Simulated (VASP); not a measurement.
# AlNi (P4/mmm) in VASP: notebook, part 2 of 2

VASP 6.6.1. The steps go on from the part before.

## Step 3: Single point, PBEsol (strain -0.050 along x and y, +0.050 along z)

Input file INCAR:

```
SYSTEM = AlNi
ALGO = Normal ; EDIFF = 1E-6
ENCUT = 600 ; GGA = PS
GGA_COMPAT = .False. ; ISIF = 2
ISMEAR = 0 ; LASPH = .True.
LCHARG = .False. ; LREAL = .False.
LWAVE = .False. ; NBANDS = 14
NELM = 120 ; PREC = Accurate
SIGMA = 0.15
```

Input file KPOINTS:

```
k-points
0
Gamma
  20 20 20
  0 0 0
```

Input file POSCAR:

```
AlNi
1.0
    2.7190572744      0.0000000000      0.0000000000
    0.0000000000      2.7190572744      0.0000000000
    0.0000000000      0.0000000000      3.0052738296
Al Ni
1 1
Direct
    0.0000000000      0.0000000000      0.0000000000
    0.5000000000      0.5000000000      0.5000000000
```

Potentials or basis: VASP PAW PBE potentials, release 64 (Al, Ni).

Launch:

```sh
$ cat potpaw_PBE.64/Al/POTCAR potpaw_PBE.64/Ni/POTCAR > POTCAR
$ mpirun -np 1 vasp_std > vasp.out
```

OUTCAR:

```text
SYSTEM = AlNi
   EDIFF = 1E-6
   ENCUT = 600
   GGA = PS
   ISIF = 2
   ISMEAR = 0
   LASPH = .True.
   LREAL = .False.
   NELM = 120
   PREC = Accurate

 ion  position               nearest neighbor table
   1  0.000  0.000  0.000-   2 2.44   2 2.44   2 2.44   2 2.44   2 2.44   2 2.44   2 2.44   2 2.44

   2  0.500  0.500  0.500-   1 2.44   1 2.44   1 2.44   1 2.44   1 2.44   1 2.44   1 2.44   1 2.44

  LATTYP: Found a simple tetragonal cell.
 ALAT       =     2.7190572744
 C/A-ratio  =     1.1052631579

  Lattice vectors:

 A1 = (   2.7190572744,   0.0000000000,   0.0000000000)
 A2 = (   0.0000000000,   2.7190572744,   0.0000000000)
 A3 = (   0.0000000000,   0.0000000000,   3.0052738296)

Analysis of symmetry for initial positions (statically):
=====================================================================
 Subroutine PRICEL returns:
 Original cell was already a primitive cell.

 Routine SETGRP: Setting up the symmetry group for a
 simple tetragonal supercell.

 Subroutine GETGRP returns: Found 16 space group operations
 (whereof 16 operations were pure point group operations)
 out of a pool of 16 trial point group operations.

The static configuration has the point symmetry D_4h.

Analysis of symmetry for dynamics (positions and initial velocities):
=====================================================================
 Subroutine PRICEL returns:
 Original cell was already a primitive cell.

 Routine SETGRP: Setting up the symmetry group for a
 simple tetragonal supercell.

 Subroutine GETGRP returns: Found 16 space group operations
 (whereof 16 operations were pure point group operations)
 out of a pool of 16 trial point group operations.

The dynamic configuration has the point symmetry D_4h.

 Subroutine INISYM returns: Found 16 space group operations
 (whereof 16 operations are pure point group operations),
 and found     1 'primitive' translations

----------------------------------------------------------------------------------------

                                     Primitive cell

[... 121 lines left out ...]
 non-spin polarized calculation
 Gauss-broadening in eV      SIGMA  =   0.15
  energy-cutoff  :      600.00
  volume of cell :       22.22
 maximum number of plane-waves:       764
 NGX is ok and might be reduce to    24
   NGX = 11   NGY = 11   NGZ = 13

 number of electron      13.0000004 magnetization

 Free energy of the ion-electron system (eV)
  ---------------------------------------------------
  ext. energy  EPLUGINS =         0.00000000
  ---------------------------------------------------
  free energy    TOTEN  =       -11.51630685 eV

  energy without entropy =      -11.50747844  energy(sigma->0) =      -11.51189264

 E-fermi :  10.9027     XC(G=0): -12.5279

 val. band max:       10.9024130370   @ k =   0.1500   0.1500   0.3000
 cond. band min:      10.9103448321   @ k =   0.2000   0.1000   0.3000
 fundamental gap:      0.0079317951
 Fermi energy:        10.9027472924

 k-point     1 :       0.0000    0.0000    0.0000
  band No.  band energies     occupation
      1      -0.7909      2.00000
      2       7.2026      2.00000
      3       7.3293      2.00000
      4       9.1248      2.00000
      5       9.1248      2.00000
      6       9.4060      2.00000
      7      14.3672      0.00000
      8      18.0123      0.00000
      9      18.0123      0.00000
     10      18.5026      0.00000
     11      19.6756      0.00000
     12      26.3698      0.00000
     13      32.0281      0.00000
     14      32.0281      0.00000
[... 377 lines left out ...]
      1       0.2308      2.00000
      2       7.3170      2.00000
      3       7.4782      2.00000
      4       8.6768      2.00000
      5       9.0045      2.00000
      6       9.0549      2.00000
      7      13.5515      0.00000
      8      15.7942      0.00000
      9      16.8552      0.00000
     10      19.4986      0.00000
     11      24.2816      0.00000
     12      27.2232      0.00000
     13      27.8411      0.00000
     14      30.0056      0.00000

 [... further k-points ...]

------------------------ aborting loop because EDIFF is reached ----------------------------------------

  FORCE on cell =-STRESS in cart. coord.  units (eV):
  Direction    XX          YY          ZZ          XY          YZ          ZX
  --------------------------------------------------------------------------------------
  -------------------------------------------------------------------------------------
  Total        1.8489574      1.8489574      0.9013508      0.0000000      0.0000000      0.0000000
  in kB      133.3265771    133.3265771     64.9955560      0.0000000      0.0000000      0.0000000
  external PRESSURE =     110.5495701 kB  Pullay stress =       0.0000000 kB

 VOLUME and BASIS-vectors are now :
 -----------------------------------------------------------------------------
  energy-cutoff  :      600.00
  volume of cell :       22.22
      direct lattice vectors                 reciprocal lattice vectors
     2.719057274  0.000000000  0.000000000     0.367774526  0.000000000  0.000000000
     0.000000000  2.719057274  0.000000000     0.000000000  0.367774526  0.000000000
     0.000000000  0.000000000  3.005273830     0.000000000  0.000000000  0.332748381

 POSITION                                       TOTAL-FORCE (eV/Angst)
 -----------------------------------------------------------------------------------
      0.00000      0.00000      0.00000         0.000000      0.000000      0.000000
      1.35953      1.35953      1.50264         0.000000      0.000000      0.000000
 -----------------------------------------------------------------------------------
    total drift:                                0.000000      0.000000     -0.000000

  FREE ENERGIE OF THE ION-ELECTRON SYSTEM (eV)
  ---------------------------------------------------
  free  energy   TOTEN  =       -11.5163068472 eV

  energy  without entropy=      -11.5074784362  energy(sigma->0) =      -11.51189264
```

OSZICAR:

```text
N       E                     dE             d eps       ncg     rms          rms(c)
DAV:   1     0.441773652589E+02    0.44177E+02   -0.59634E+03 20638   0.111E+03
DAV:   2    -0.112424318391E+02   -0.55420E+02   -0.50149E+02 21828   0.197E+02
DAV:   3    -0.132472994033E+02   -0.20049E+01   -0.19838E+01 25512   0.403E+01
DAV:   4    -0.132736777280E+02   -0.26378E-01   -0.26369E-01 24278   0.421E+00
DAV:   5    -0.132744270803E+02   -0.74935E-03   -0.74934E-03 25814   0.775E-01    0.135E+01
DAV:   6    -0.152137731145E+02   -0.19393E+01   -0.50558E+01 23796   0.104E+02    0.161E+01
DAV:   7    -0.115518799085E+02    0.36619E+01   -0.14720E+01 24352   0.608E+01    0.110E+00
DAV:   8    -0.115326354091E+02    0.19244E-01   -0.29856E-01 25488   0.607E+00    0.105E+00
DAV:   9    -0.115166952050E+02    0.15940E-01   -0.45103E-02 26302   0.280E+00    0.219E-01
DAV:  10    -0.115163138829E+02    0.38132E-03   -0.15132E-03 28006   0.536E-01    0.940E-02
DAV:  11    -0.115163082793E+02    0.56037E-05   -0.54388E-05 27514   0.731E-02    0.186E-02
DAV:  12    -0.115163070681E+02    0.12112E-05   -0.56595E-06 23460   0.332E-02    0.398E-03
DAV:  13    -0.115163068472E+02    0.22092E-06   -0.23984E-07 13164   0.484E-03
   1 F= -.11516307E+02 E0= -.11511893E+02  d E =-.882841E-02
```

stdout:

```text
POSCAR found type information on POSCAR AlNi
 POSCAR found :  2 types and       2 ions
 scaLAPACK will be used
 -----------------------------------------------------------------------------
|                                                                             |
|                                                                             |
|     You enforced a specific xc type in the INCAR file but a different       |
|     I HOPE YOU KNOW WHAT YOU ARE DOING!                                     |
|                                                                             |
 -----------------------------------------------------------------------------

 LDA part: xc-table for (Slater+PW92), standard interpolation
 POSCAR, INCAR and KPOINTS ok, starting setup
 FFT: planning ... GRIDC
 FFT: planning ... GRID_SOFT
 FFT: planning ... GRID
 WAVECAR not read
 entering main loop
```

It took 4.8 min on 1 thread of Intel Xeon 8259CL, shared host; peak memory 0.39 GiB.

Results:

| Property | Result |
| --- | --- |
| Free energy | -11.5163 eV |
| Pressure | 11.1 GPa |
| Band gap on the k mesh | zero (an odd number of electrons rules out a gap without spin polarisation) |

Stress tensor (GPa, compression positive):
```
13.33  0.00  0.00
 0.00 13.33  0.00
 0.00  0.00  6.50
```

Caveat: the cell differs from its parent crystal (strain -0.050 along x and y, +0.050 along z); the cell stands under pressure; the PAW data sets were made with another functional, which shifts forces and pressure a little.
